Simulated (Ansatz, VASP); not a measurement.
## One calculation of Be, two programs

The input INCAR:

```
SYSTEM = Be
ALGO = Normal
EDIFF = 1E-7
ENCUT = 520
GGA = PE
ISIF = 2
ISMEAR = -1
LASPH = .TRUE.
LCHARG = .FALSE.
LREAL = .FALSE.
LWAVE = .FALSE.
NBANDS = 7
NELM = 80
PREC = Accurate
SIGMA = 0.03
```

KPOINTS

```
k-points
0
G
  23 23 23
  0 0 0
```

POSCAR

```
Be
1.0
   -1.2531209513      1.2531209513      1.2907145798
    1.2531209513     -1.2531209513      1.2907145798
    1.2531209513      1.2531209513     -1.2907145798
Be
1
Direct
    0.0000000000      0.0000000000      0.0000000000
```

Input for Ansatz:

```yaml
crystal:
  lattice:
    - [-1.2531209513, 1.2531209513, 1.2907145798]
    - [1.2531209513, -1.2531209513, 1.2907145798]
    - [1.2531209513, 1.2531209513, -1.2907145798]
  atoms:
    - { symbol: Be, position: [0.0, 0.0, 0.0] }
kpoints:
  mp_grid: { grid: [23, 23, 23] }
  band_path:
    path:
      - [0.0, 0.0, 0.0]
      - [0.0, 0.0, 0.5]
      - [0.25, 0.25, 0.25]
      - [0.0, 0.5, 0.0]
      - [0.0, 0.0, 0.0]
      - [0.5, 0.5, -0.5]
      - [0.4856489773, 0.5143510227, -0.4856489773]
      - [-0.4856489773, 0.4856489773, 0.4856489773]
      - [0.0, 0.0, 0.0]
    npoints: 5
scf:
  occupations: { method: fermi_dirac, width: 0.03 }
hamiltonian:
  xc: pbe
  pseudopotentials: { kind: all_electron, lapw: { basis_error: 0.00025 } }
output:
  forces: true
  stress: true
  eigenvalues: true
```

Change from the starting cell: zz strain of +3 %.

Alike in both runs: task single point; functional PBE; k mesh 23 × 23 × 23; occupations fermi-dirac, width 0.03 eV; no spin polarisation.

```csv
,VASP,Ansatz
version,VASP 6.6.1,Ansatz 0.2.0
potentials or method,"VASP PAW PBE potentials, release 64 (Be), cutoff 520 eV","all-electron LAPW, scalar-relativistic"
```

Ansatz gave:

```
pressure (GPa)                                                : -4.3
traceless stress, the component that is largest in VASP (GPa) : -0.12
```

Which values does VASP return?

Pressure (GPa): -4.1; traceless stress, the component that is largest in VASP (GPa): -0.12.

Ansatz ran all-electron here, and VASP with PAW potentials.
